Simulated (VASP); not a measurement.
Set up this calculation in VASP 6.6.1, as the native input.

| Item | Value |
| --- | --- |
| Task | single point |
| Functional | PBE |
| Potentials or basis | VASP PAW PBE potentials, release 64 (Si, W_sv) |
| Cutoff | 520 eV |
| k mesh | 18 × 18 × 18 |
| Occupations | gaussian, width 0.15 eV |
| Spin | no spin polarisation |
| Dipole correction | no |
| Further INCAR settings | ALGO = Normal; EDIFF = 1e-07; NBANDS = 18 |

The structure of Si2W lies in POSCAR:

```
Si2W
1.0
   -1.5789062202      1.5789062202      3.6201161818
    1.5789062202     -1.5789062202      3.6201161818
    1.5789062202      1.5789062202     -3.6201161818
Si W
2 1
Direct
    0.3345726944      0.3345726944      0.0000000000
    0.6654273056      0.6654273056      0.0000000000
    0.0000000000      0.0000000000      0.0000000000
```

One way to write it, as run:

INCAR

```
SYSTEM = Si2W
PREC = Accurate ; ENCUT = 520
EDIFF = 1E-7 ; ISMEAR = 0
SIGMA = 0.15 ; LREAL = .False.
LASPH = .True. ; NELM = 100
ALGO = Normal ; ISIF = 2
LWAVE = .False. ; LCHARG = .False.
GGA = PE ; NBANDS = 18
```

KPOINTS

```
Automatic mesh
0
Gamma
  18 18 18
  0 0 0
```

Potentials or basis: VASP PAW PBE potentials, release 64 (Si, W_sv).

Run with:

```bash
$ cat potpaw_PBE.64/Si/POTCAR potpaw_PBE.64/W_sv/POTCAR > POTCAR
$ mpirun -np 1 vasp_std > vasp.out
```

Results of the run:

```
Pressure               : 40.7 GPa
Largest force          : 0.212 eV/Å
Band gap on the k mesh : zero (bands 11 and 12 overlap by 1.04 eV)
```

Caveat: the stress differs along the axes, from 26 to 70 GPa; spin-orbit coupling is left out, which moves the levels of the heavy elements.

Wall time 2.2 min on 1 thread of Intel(R) Xeon(R) 6975P-C (Granite Rapids), with other jobs on the host, peak memory 0.4 GiB.
